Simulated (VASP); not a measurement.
C: single point with PBE

C:

```
C
1.0
     0.00000    1.78012    1.78012
     1.72067    0.00000    1.78012
     1.72067    1.78012    0.00000
C
2
Direct
  0.00000 0.00000 0.00000
  0.25000 0.25000 0.25000
```

This cell differs from its parent crystal: uniaxial x strain -3.3%.

* Program: VASP 6.6.1
* Task: single point
* Functional: PBE
* Potentials or basis: VASP PAW PBE potentials, release 64 (C)
* Cutoff: 520 eV
* k mesh: 12 × 12 × 12
* Occupations: fermi-dirac, width 0.02 eV
* Spin: no spin polarisation

```yaml
Pressure: 21.3 GPa
Band_gap_on_the_k_mesh: 3.37 eV, indirect (least direct gap 5.09 eV)
```

Stress tensor (GPa, compression positive):
```
42.44  0.00  0.00
 0.00 10.67  0.00
 0.00  0.00 10.67
```

Levels at points of the mesh, in eV from the valence-band top:
```tsv
k point	band 1	band 2	band 3	band 4	band 5	band 6	band 7	band 8	band 9
(0.00, 0.00, 0.00)	-22.35	-0.51	-0.51	0.00	5.09	5.52	5.52	13.89	19.48
(0.50, 0.00, 0.00)	-16.34	-14.15	-3.55	-2.93	8.03	8.13	9.45	15.74	22.10
(0.50, 0.50, 0.00)	-13.56	-13.56	-6.70	-6.70	4.78	4.78	16.96	16.96	23.42
(0.00, 0.50, 0.50)	-13.01	-13.01	-7.22	-7.22	3.96	3.96	17.19	17.19	23.97
```

Run time: 14 s on 1 thread of Intel(R) Xeon(R) Platinum 8259CL CPU @ 2.50GHz (Skylake/Cascade Lake), on a shared host, peak memory 0.12 GiB.

Caveat: the cell differs from its parent crystal (uniaxial x strain -3.3%). A k mesh can miss the band edges.
